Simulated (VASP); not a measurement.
# Hf (P6_3/mmc) in VASP: further runs

Runs on Hf. Level: PBE. Tasks: single point.

Everything below comes from runs of VASP 6.6.1. Logs are shortened: lines on timing, memory, paths and dates and some standing lists are left out, and cuts for length are marked.

## 1. The cell of the first run

Symmetry: P6_3/mmc, No. 194, hexagonal system. The conventional cell has a = 3.197 Å, b = 3.197 Å, c = 5.134 Å, α = 90.00°, β = 90.00°, γ = 120.00°. Within 4.2 Å of Hf (site symmetry -6m2) lie 12 Hf at 3.16 to 3.20 Å.

## 2. Single point, PBE (strain +0.000 along x and y, +0.015 along z)

Input file INCAR:

```
PREC = Accurate
ENCUT = 520
EDIFF = 1E-7
ISMEAR = 0
SIGMA = 0.15
LREAL = False
LASPH = True
NELM = 80
ALGO = Fast
ISIF = 2
LWAVE = False
LCHARG = False
GGA = PE
NBANDS = 17
```

Input file KPOINTS:

```
Automatic mesh
0
Gamma
  18 18 10
```

Input file POSCAR:

```
Hf
1.0
    3.1966985242      0.0000000000      0.0000000000
   -1.5983492621      2.7684221302      0.0000000000
    0.0000000000      0.0000000000      5.1336670000
Hf
2
Direct
    0.3333333333      0.6666666667      0.2500000000
    0.6666666667      0.3333333333      0.7500000000
```

Potentials or basis: VASP PAW PBE potentials, release 64 (Hf_pv).

On the command line:

```bash
> cat potpaw_PBE.64/Hf_pv/POTCAR > POTCAR
> mpirun -np 1 vasp_std > vasp.out
```

OUTCAR:

```text
PREC = Accurate
   ENCUT = 520
   EDIFF = 1E-7
   ISMEAR = 0
   LREAL = False
   LASPH = True
   NELM = 80
   ISIF = 2
   GGA = PE

 ion  position               nearest neighbor table
   1  0.333  0.667  0.250-   2 3.16   2 3.16   2 3.16   2 3.16   2 3.16   2 3.16
   2  0.667  0.333  0.750-   1 3.16   1 3.16   1 3.16   1 3.16   1 3.16   1 3.16

  LATTYP: Found a hexagonal cell.
 ALAT       =     3.1966985242
 C/A-ratio  =     1.6059277912

  Lattice vectors:

 A1 = (   3.1966985242,   0.0000000000,   0.0000000000)
 A2 = (  -1.5983492621,   2.7684221302,   0.0000000000)
 A3 = (   0.0000000000,   0.0000000000,   5.1336670000)

Analysis of symmetry for initial positions (statically):
=====================================================================
 Subroutine PRICEL returns:
 Original cell was already a primitive cell.

 Routine SETGRP: Setting up the symmetry group for a
 hexagonal supercell.

 Subroutine GETGRP returns: Found 24 space group operations
 (whereof 12 operations were pure point group operations)
 out of a pool of 24 trial point group operations.

The static configuration has the point symmetry D_3d.
 The point group associated with its full space group is D_6h.

Analysis of symmetry for dynamics (positions and initial velocities):
=====================================================================
 Subroutine PRICEL returns:
 Original cell was already a primitive cell.

 Routine SETGRP: Setting up the symmetry group for a
 hexagonal supercell.

 Subroutine GETGRP returns: Found 24 space group operations
 (whereof 12 operations were pure point group operations)
 out of a pool of 24 trial point group operations.

The dynamic configuration has the point symmetry D_3d.
 The point group associated with its full space group is D_6h.

 Subroutine INISYM returns: Found 24 space group operations
 (whereof 12 operations are pure point group operations),
 and found     1 'primitive' translations

----------------------------------------------------------------------------------------

                                     Primitive cell

  volume of cell :      45.4320

  direct lattice vectors                    reciprocal lattice vectors
     3.196698524  0.000000000  0.000000000     0.312822743  0.180608295  0.000000000
    -1.598349262  2.768422130  0.000000000     0.000000000  0.361216589  0.000000000
     0.000000000  0.000000000  5.133667000     0.000000000  0.000000000  0.194792533

  length of vectors
     3.196698524  3.196698524  5.133667000     0.361216589  0.361216589  0.194792533

  position of ions in fractional coordinates (direct lattice)
     0.333333333  0.666666667  0.250000000
     0.666666667  0.333333333  0.750000000

  ion indices of the primitive-cell ions
   primitive index   ion index
                 1           1
                 2           2

----------------------------------------------------------------------------------------

 KPOINTS: Automatic mesh

Automatic generation of k-mesh.
 Grid dimensions read from file:
 generate k-points for:   18   18   10

 Generating k-lattice:

  Cartesian coordinates                     Fractional coordinates (reciprocal lattice)
     0.017379041  0.010033794  0.000000000     0.055555556  0.000000000  0.000000000
     0.000000000  0.020067588  0.000000000     0.000000000  0.055555556  0.000000000
     0.000000000  0.000000000  0.019479253     0.000000000  0.000000000  0.100000000

  Length of vectors
     0.020067588  0.020067588  0.019479253

  Shift w.r.t. Gamma in fractional coordinates (k-lattice)
     0.000000000  0.000000000  0.000000000

 Subroutine IBZKPT returns following result:
 ===========================================

 Found    222 irreducible k-points:

 Following reciprocal coordinates:
            Coordinates               Weight
  0.000000  0.000000  0.000000      1.000000
  0.055556  0.000000  0.000000      6.000000
  0.111111  0.000000  0.000000      6.000000
  0.166667 -0.000000  0.000000      6.000000
  0.222222 -0.000000  0.000000      6.000000
  0.277778 -0.000000  0.000000      6.000000
[... 16 lines left out ...]
  0.333333  0.111111  0.000000     12.000000
  0.388889  0.111111  0.000000     12.000000
 [... further k-points ...]
   k-points           NKPTS =    222   k-points in BZ     NKDIM =    222   number of bands    NBANDS=     17
   number of dos      NEDOS =    301   number of ions     NIONS =      2
   total plane-waves  NPLWV =  23040
   dimension x,y,z NGX =    24 NGY =   24 NGZ =   40
   dimension x,y,z NGXF=    48 NGYF=   48 NGZF=   80
   ions per type =               2
   NGX,Y,Z   is equivalent  to a cutoff of  12.48, 12.48, 12.95 a.u.
   NGXF,Y,Z  is equivalent  to a cutoff of  24.96, 24.96, 25.91 a.u.
 SYSTEM =  unknown system
   PREC   = accura    normal or accurate (medium, high low for compatibility)
   ISTART =      0    job   : 0-new  1-cont  2-samecut
   ICHARG =      2    charge: 1-file 2-atom 10-const
[... 29 lines left out ...]
  Thomas-Fermi vector in A             =   2.379593
   LORBIT       =      0    0 simple, 1 ext, 2 COOP (PROOUT), +10 PAW based schemes
   GGA     = PE    functional components
   LHFCALC =     F    Hartree Fock is set to
   AEXX    =    0.0000 exact exchange contribution
   IVDW    =     0    specifies the selected vdW correction
   LEPSILON=     F    determine dielectric tensor
   LRPA    =     F    only Hartree local field effects (RPA)
 non-spin polarized calculation
 RMM-DIIS sequential band-by-band and
 Gauss-broadening in eV      SIGMA  =   0.15
  energy-cutoff  :      520.00
  volume of cell :       45.43
 maximum number of plane-waves:      1254
 NGX is ok and might be reduce to    24
   NGX = 11   NGY = 11   NGZ = 19

 number of electron      20.0000007 magnetization

 Free energy of the ion-electron system (eV)
  ---------------------------------------------------
  ext. energy  EPLUGINS =         0.00000000
  ---------------------------------------------------
  free energy    TOTEN  =       -19.85353309 eV

  energy without entropy =      -19.83628228  energy(sigma->0) =      -19.84490768

 E-fermi :   4.8099     XC(G=0): -11.2141

 val. band max:        4.8050363259   @ k =   0.1111   0.1111   0.3000
 cond. band min:       4.8147859047   @ k =   0.3889   0.2222   0.4000
 fundamental gap:      0.0097495788
 Fermi energy:         4.8098786738

 k-point     1 :       0.0000    0.0000    0.0000
  band No.  band energies     occupation
      1     -26.2563      2.00000
      2     -25.5503      2.00000
      3     -25.5503      2.00000
      4     -25.4593      2.00000
      5     -25.4378      2.00000
      6     -25.4378      2.00000
[... 9 lines left out ...]
     16       7.5348      0.00000
     17      10.0878      0.00000

 k-point     2 :       0.0556    0.0000    0.0000
  band No.  band energies     occupation
      1     -26.2487      2.00000
      2     -25.5674      2.00000
      3     -25.5559      2.00000
      4     -25.4625      2.00000
      5     -25.4558      2.00000
      6     -25.4403      2.00000
[... 9 lines left out ...]
     16       7.4434      0.00000
     17      10.2204      0.00000

 k-point     3 :       0.1111    0.0000    0.0000
  band No.  band energies     occupation
      1     -26.2264      2.00000
      2     -25.6167      2.00000
      3     -25.5717      2.00000
      4     -25.5072      2.00000
      5     -25.4720      2.00000
      6     -25.4475      2.00000
[... 9 lines left out ...]
     16       7.2080      0.00000
     17      10.3360      0.00000

 k-point     4 :       0.1667   -0.0000    0.0000
  band No.  band energies     occupation
      1     -26.1908      2.00000
      2     -25.6922      2.00000
      3     -25.5954      2.00000
      4     -25.5841      2.00000
      5     -25.4882      2.00000
      6     -25.4592      2.00000
[... 9 lines left out ...]
     16       7.5235      0.00000
     17      10.5416      0.00000
[... 343 lines left out ...]
      1     -26.0145      2.00000
      2     -25.9656      2.00000
      3     -25.8741      2.00000
      4     -25.6949      2.00000
      5     -25.5841      2.00000
      6     -25.5446      2.00000
[... 9 lines left out ...]
     16      10.0075      0.00000
     17      10.7715      0.00000

 k-point    23 :       0.3333    0.1111    0.0000
  band No.  band energies     occupation
      1     -26.0351      2.00000
      2     -25.9589      2.00000
      3     -25.9231      2.00000
      4     -25.7280      2.00000
      5     -25.6211      2.00000
      6     -25.5610      2.00000
[... 9 lines left out ...]
     16      10.8056      0.00000
     17      10.8119      0.00000

 k-point    24 :       0.3889    0.1111    0.0000
  band No.  band energies     occupation
      1     -26.0801      2.00000
      2     -25.9550      2.00000
      3     -25.9140      2.00000
      4     -25.7494      2.00000
      5     -25.6539      2.00000
      6     -25.5717      2.00000
[... 9 lines left out ...]
     16      10.8326      0.00000
     17      11.5020      0.00000

 [... further k-points ...]

------------------------ aborting loop because EDIFF is reached ----------------------------------------

  FORCE on cell =-STRESS in cart. coord.  units (eV):
  Direction    XX          YY          ZZ          XY          YZ          ZX
  --------------------------------------------------------------------------------------
  -------------------------------------------------------------------------------------
  Total       -0.1769689     -0.1769689     -0.7447399      0.0000000      0.0000000     -0.0000000
  in kB       -6.2408809     -6.2408809    -26.2635567      0.0000000      0.0000000     -0.0000000
  external PRESSURE =     -12.9151062 kB  Pullay stress =       0.0000000 kB

 VOLUME and BASIS-vectors are now :
 -----------------------------------------------------------------------------
  energy-cutoff  :      520.00
  volume of cell :       45.43
      direct lattice vectors                 reciprocal lattice vectors
     3.196698524  0.000000000  0.000000000     0.312822743  0.180608295  0.000000000
    -1.598349262  2.768422130  0.000000000     0.000000000  0.361216589  0.000000000
     0.000000000  0.000000000  5.133667000     0.000000000  0.000000000  0.194792533

 POSITION                                       TOTAL-FORCE (eV/Angst)
 -----------------------------------------------------------------------------------
     -0.00000      1.84561      1.28342        -0.000000      0.000000      0.000000
      1.59835      0.92281      3.85025         0.000000      0.000000      0.000000
 -----------------------------------------------------------------------------------
    total drift:                               -0.000000      0.000000     -0.000000

  FREE ENERGIE OF THE ION-ELECTRON SYSTEM (eV)
  ---------------------------------------------------
  free  energy   TOTEN  =       -19.8535330858 eV

  energy  without entropy=      -19.8362822759  energy(sigma->0) =      -19.84490768
```

Run time: 63 s. Hardware: 1 thread of Intel Xeon 6975P-C (Granite Rapids), shared host; peak memory 0.26 GiB.

Results:

- Free energy: -19.8535 eV
- Pressure: -1.3 GPa
- Band gap on the k mesh: zero (bands 10 and 11 overlap by 1.64 eV)

Caveat: the cell differs from its parent crystal (strain +0.000 along x and y, +0.015 along z); spin-orbit coupling is left out, which moves the levels of the heavy elements.

## 3. Single point, PBE (strain +0.000 along x and y, +0.030 along z)

Input file INCAR:

```
PREC = Accurate
ENCUT = 520
EDIFF = 1E-6
ISMEAR = 0
SIGMA = 0.15
LREAL = F
LASPH = T
NELM = 80
ALGO = Fast
ISIF = 2
LWAVE = F
LCHARG = T
GGA = PE
LELF = T
LVHAR = T
NBANDS = 17
```

Input file KPOINTS:

```
regular mesh
0
Gamma
  18 18 10
```

Edit POSCAR of step 2 so:

```diff
@@ -4,3 +4,3 @@
    -1.5983492621      2.7684221302      0.0000000000
-    0.0000000000      0.0000000000      5.1336670000
+    0.0000000000      0.0000000000      5.2095340000
 Hf
```

Potentials or basis: VASP PAW PBE potentials, release 64 (Hf_pv).

On the command line:

```bash
> cat potpaw_PBE.64/Hf_pv/POTCAR > POTCAR
> mpirun -np 1 vasp_std > vasp.out
```

Wall time 56 s (1 thread of Intel Xeon 6975P-C (Granite Rapids), shared host); peak memory 0.25 GiB.

The run converged. Its results:

```yaml
Free_energy: -19.8371 eV
Pressure: -2.7 GPa
Band_gap_on_the_k_mesh: zero (bands 10 and 11 overlap by 1.60 eV)
```

Stress tensor (GPa, compression positive):
```
-1.49  0.00  0.00
 0.00 -1.49  0.00
 0.00  0.00 -5.17
```

Levels at points of the mesh, in eV from the Fermi level:
```csv
k point,band 6,band 7,band 8,band 9,band 10,band 11,band 12,band 13,band 14,band 15
"(0.00, 0.00, 0.00)",-30.29,-7.27,-3.69,0.32,1.17,1.24,1.24,1.96,1.96,2.81
"(0.50, 0.00, 0.00)",-30.38,-3.26,-2.64,-2.17,-0.72,0.69,1.00,1.47,5.90,6.12
"(0.00, 0.00, 0.50)",-30.34,-5.43,-5.43,0.02,0.02,1.19,1.19,1.19,1.19,4.66
"(0.50, 0.00, 0.50)",-30.47,-3.30,-3.30,-1.01,-1.01,1.12,1.12,2.72,2.72,5.83
```

Caveat: the cell differs from its parent crystal (strain +0.000 along x and y, +0.030 along z); spin-orbit coupling is left out, which moves the levels of the heavy elements.

## 4. Single point, PBE (strain +0.030 along x and y, -0.030 along z)

Input file INCAR:

```
SYSTEM = Hf
PREC = Accurate
ENCUT = 520
EDIFF = 1E-6
ISMEAR = 0
SIGMA = 0.15
LREAL = .FALSE.
LASPH = .TRUE.
NELM = 80
ALGO = Fast
ISIF = 2
LWAVE = .FALSE.
LCHARG = .FALSE.
GGA = PE
NBANDS = 17
```

Input file KPOINTS:

```
regular mesh
0
G
  18 18 10
  0 0 0
```

Input file POSCAR:

```
Hf
1.0
    3.2925994799      0.0000000000      0.0000000000
   -1.6462997400      2.8514747941      0.0000000000
    0.0000000000      0.0000000000      4.9060660000
Hf
2
Direct
    0.3333333333      0.6666666667      0.2500000000
    0.6666666667      0.3333333333      0.7500000000
```

On the command line:

```bash
> cat potpaw_PBE.64/Hf_pv/POTCAR > POTCAR
> mpirun -np 1 vasp_std > vasp.out
```

Wall time 56 s (1 thread of Intel Xeon 6975P-C (Granite Rapids), shared host); peak memory 0.25 GiB.

The run converged. Its results:

| Item | Value |
| --- | --- |
| Free energy | -19.8106 eV |
| Pressure | -2.3 GPa |
| Band gap on the k mesh | zero (bands 10 and 11 overlap by 1.48 eV) |

Stress tensor (GPa, compression positive):
```
-4.62  0.00  0.00
 0.00 -4.62  0.00
 0.00  0.00  2.25
```

Levels at points of the mesh, in eV from the Fermi level:
```
           k point  band 8  band 9  band 10  band 11  band 12  band 13
(0.00, 0.00, 0.00)   -3.50    1.01     1.01     1.04     1.96     1.96
(0.50, 0.00, 0.00)   -2.67   -2.06    -1.08     0.40     1.14     1.96
(0.00, 0.00, 0.50)   -5.19    0.42     0.42     0.78     0.78     0.78
(0.50, 0.00, 0.50)   -3.33   -0.81    -0.81     1.05     1.05     2.30
```

Caveat: the cell differs from its parent crystal (strain +0.030 along x and y, -0.030 along z); spin-orbit coupling is left out, which moves the levels of the heavy elements.

## 5. Single point, PBE (strain +0.015 along x and y, +0.000 along z)

Input file INCAR:

```
SYSTEM = Hf
PREC = Accurate ; ENCUT = 520
EDIFF = 1E-6 ; ISMEAR = 0
SIGMA = 0.15 ; LREAL = .FALSE.
LASPH = .TRUE. ; NELM = 60
ALGO = Fast ; ISIF = 2
LWAVE = .FALSE. ; LCHARG = .TRUE.
GGA = PE ; LELF = .TRUE.
LVHAR = .TRUE. ; NBANDS = 17
```

KPOINTS is that of step 4.

Input file POSCAR:

```
Hf
1.0
    3.2446490021      0.0000000000      0.0000000000
   -1.6223245010      2.8099484622      0.0000000000
    0.0000000000      0.0000000000      5.0578000000
Hf
2
Direct
    0.3333333333      0.6666666667      0.2500000000
    0.6666666667      0.3333333333      0.7500000000
```

On the command line:

```bash
> cat potpaw_PBE.64/Hf_pv/POTCAR > POTCAR
> mpirun -np 1 vasp_std > vasp.out
```

Wall time 60 s (1 thread of Intel Xeon 6975P-C (Granite Rapids), shared host); peak memory 0.25 GiB.

Results (log left out):

```
Free energy            : -19.8463 eV
Pressure               : -2.7 GPa
Band gap on the k mesh : zero (bands 10 and 11 overlap by 1.59 eV)
```

Stress tensor (GPa, compression positive):
```
-3.23  0.00  0.00
 0.00 -3.23  0.00
 0.00  0.00 -1.71
```

Levels at points of the mesh, in eV from the Fermi level:
```csv
k point,band 8,band 9,band 10,band 11,band 12,band 13
"(0.00, 0.00, 0.00)",-3.59,0.66,1.13,1.13,1.57,1.96
"(0.50, 0.00, 0.00)",-2.65,-2.12,-0.91,0.69,0.90,1.70
"(0.00, 0.00, 0.50)",-5.32,0.22,0.22,0.99,0.99,0.99
"(0.50, 0.00, 0.50)",-3.32,-0.91,-0.91,1.07,1.07,2.51
```

Caveat: the cell differs from its parent crystal (strain +0.015 along x and y, +0.000 along z); spin-orbit coupling is left out, which moves the levels of the heavy elements.

## 6. Single point, PBE (strain +0.030 along x and y, -0.015 along z)

Input file INCAR:

```
SYSTEM = Hf
ALGO = Fast ; EDIFF = 1E-7
ENCUT = 520 ; GGA = PE
ISIF = 2 ; ISMEAR = 0
LASPH = .TRUE. ; LCHARG = .TRUE.
LELF = .TRUE. ; LREAL = .FALSE.
LVHAR = .TRUE. ; LWAVE = .FALSE.
NBANDS = 17 ; NELM = 60
PREC = Accurate ; SIGMA = 0.15
```

Input file KPOINTS:

```
k-points
0
G
  18 18 10
  0 0 0
```

Input file POSCAR:

```
Hf
1.0
    3.2925994799      0.0000000000      0.0000000000
   -1.6462997400      2.8514747941      0.0000000000
    0.0000000000      0.0000000000      4.9819330000
Hf
2
Direct
    0.3333333333      0.6666666667      0.2500000000
    0.6666666667      0.3333333333      0.7500000000
```

Potentials or basis: VASP PAW PBE potentials, release 64 (Hf_pv).

On the command line:

```bash
> cat potpaw_PBE.64/Hf_pv/POTCAR > POTCAR
> mpirun -np 1 vasp_std > vasp.out
```

Wall time 72 s (1 thread of Intel Xeon 6975P-C (Granite Rapids), shared host); peak memory 0.26 GiB.

Results (log left out):

* Free energy: -19.8140 eV
* Pressure: -4.0 GPa
* Band gap on the k mesh: zero (bands 10 and 11 overlap by 1.52 eV)

Stress tensor (GPa, compression positive):
```
-5.57  0.00  0.00
 0.00 -5.57  0.00
 0.00  0.00 -0.71
```

Levels at points of the mesh, in eV from the Fermi level:
```
           k point  band 7  band 8  band 9  band 10  band 11  band 12  band 13  band 14
(0.00, 0.00, 0.00)   -7.24   -3.48    0.85     1.05     1.05     1.81     1.94     1.94
(0.50, 0.00, 0.00)   -3.36   -2.61   -2.04    -1.05     0.50     1.03     1.84     5.28
(0.00, 0.00, 0.50)   -5.21   -5.21    0.35     0.35     0.85     0.85     0.85     0.85
(0.50, 0.00, 0.50)   -3.28   -3.28   -0.82    -0.82     1.01     1.01     2.34     2.34
```

Caveat: the cell differs from its parent crystal (strain +0.030 along x and y, -0.015 along z); the cell stands under tension; spin-orbit coupling is left out, which moves the levels of the heavy elements.

## 7. The runs side by side

```csv
cell,further INCAR settings,gap on the mesh (eV),pressure (GPa)
"a = 3.197, b = 3.197, c = 5.134 Å, angles 90.0, 90.0, 120.0°, 2 atoms",ALGO = Fast; EDIFF = 1e-07; NBANDS = 17,none,-1.3
"a = 3.197, b = 3.197, c = 5.210 Å, angles 90.0, 90.0, 120.0°, 2 atoms",ALGO = Fast; EDIFF = 1e-06; NBANDS = 17,none,-2.7
"a = 3.293, b = 3.293, c = 4.906 Å, angles 90.0, 90.0, 120.0°, 2 atoms",ALGO = Fast; EDIFF = 1e-06; NBANDS = 17,none,-2.3
"a = 3.245, b = 3.245, c = 5.058 Å, angles 90.0, 90.0, 120.0°, 2 atoms",ALGO = Fast; EDIFF = 1e-06; NBANDS = 17,none,-2.7
"a = 3.293, b = 3.293, c = 4.982 Å, angles 90.0, 90.0, 120.0°, 2 atoms",ALGO = Fast; EDIFF = 1e-07; NBANDS = 17,none,-4.0
```

Alike in all rows: task single point; level PBE; potentials or basis VASP PAW PBE potentials, release 64 (Hf_pv); no spin polarisation; k mesh 18 × 18 × 10; cutoff (eV) 520; smearing gaussian 0.15 eV.

Caveats: spin-orbit coupling is left out, which moves the levels of the heavy elements; the cell stands under tension (at least some runs).

Absolute energies hang on the potentials; compare differences alone.
